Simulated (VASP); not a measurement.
Crystal: Al.

```
Al
1.0
    -1.59122    1.59122    1.59122
     1.59122   -1.59122    1.59122
     1.59122    1.59122   -1.59122
Al
1
Cartesian
  0.0000 0.0000 0.0000
```

- Program: VASP 6.6.1
- Task: relaxation of cell and atoms
- Functional: revPBE
- Dispersion: D3(BJ)
- Potentials or basis: VASP PAW PBE potentials, release 64 (Al)
- Cutoff: 600 eV
- k mesh: 12 × 12 × 12
- Occupations: fermi-dirac, width 0.05 eV
- Spin: no spin polarisation

At the start: pressure -2.0 GPa; volume 16.12 Å³/atom.

Where does the relaxation end?

Over 3 steps the energy falls by 2.8 meV/atom and the volume is 15.69 Å³/atom (-2.6 %); space group Im-3m (No. 229, to 0.05 Å).

Step by step:
| step | energy change (eV) | largest force (eV/Å) | pressure (GPa) | volume (Å³) |
| --- | --- | --- | --- | --- |
| 1 | 0.0000 | 0.0000 | -2.03 | 16.12 |
| 2 | -0.0027 | 0.0000 | 0.24 | 15.65 |
| 3 | -0.0028 | 0.0000 | 0.00 | 15.69 |

Final structure:
```cif
data_structure
_symmetry_space_group_name_H-M 'P 1'
_symmetry_Int_Tables_number 1
_cell_length_a 2.7316
_cell_length_b 2.7316
_cell_length_c 2.7316
_cell_angle_alpha 109.471
_cell_angle_beta 109.471
_cell_angle_gamma 109.471
_cell_volume 15.69
loop_
_atom_site_label
_atom_site_type_symbol
_atom_site_fract_x
_atom_site_fract_y
_atom_site_fract_z
_atom_site_occupancy
Al1 Al 0.00000 0.00000 0.00000 1
```

Caveat: the PAW data sets were made with another functional, which shifts forces and pressure a little; pairwise dispersion overbinds metals, which lowers pressure and volume.
